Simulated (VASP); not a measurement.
Write the native input for VASP 6.6.1 that does the following.

| Item | Value |
| --- | --- |
| Task | single point |
| Functional | PBEsol |
| Potentials or basis | VASP PAW PBE potentials, release 64 (Pb_d, S) |
| Cutoff | 520 eV |
| k mesh | 14 × 14 × 14 |
| Occupations | fermi-dirac, width 0.1 eV |
| Spin | no spin polarisation |
| Dipole correction | no |
| Further INCAR settings | ALGO = Normal; EDIFF = 1e-07; NBANDS = 17 |

The structure of PbS (rocksalt type) lies in POSCAR:

```
PbS
1.0
    0.0000000000      2.5433374289      2.5433374289
    2.5433374289      0.0000000000      2.5433374289
    2.5433374289      2.5433374289      0.0000000000
Pb S
1 1
Direct
    0.0000000000      0.0000000000      0.0000000000
    0.5000000000      0.5000000000      0.5000000000
```

The input as run:

INCAR

```
ALGO = Normal
EDIFF = 1E-7
ENCUT = 520
GGA = PS
ISIF = 2
ISMEAR = -1
LASPH = T
LCHARG = F
LREAL = F
LWAVE = F
NBANDS = 17
NELM = 60
PREC = Accurate
SIGMA = 0.1
```

KPOINTS

```
k-points
0
Gamma
  14 14 14
```

Potentials or basis: VASP PAW PBE potentials, release 64 (Pb_d, S).

Command:

```bash
$ cat potpaw_PBE.64/Pb_d/POTCAR potpaw_PBE.64/S/POTCAR > POTCAR
$ mpirun -np 1 vasp_std > vasp.out
```

It gave:

```
Pressure               : 67.0 GPa
Band gap on the k mesh : zero (bands 10 and 11 overlap by 0.31 eV)
```

Caveat: the cell stands under pressure; semilocal functionals underestimate gaps, so a narrow gap can read as zero; the PAW data sets were made with another functional, which shifts forces and pressure a little; spin-orbit coupling is left out, which moves the levels of the heavy elements.

It took 41 s on 1 thread of Intel(R) Xeon(R) Platinum 8488C (Sapphire Rapids), on a shared host, peak memory 0.19 GiB.
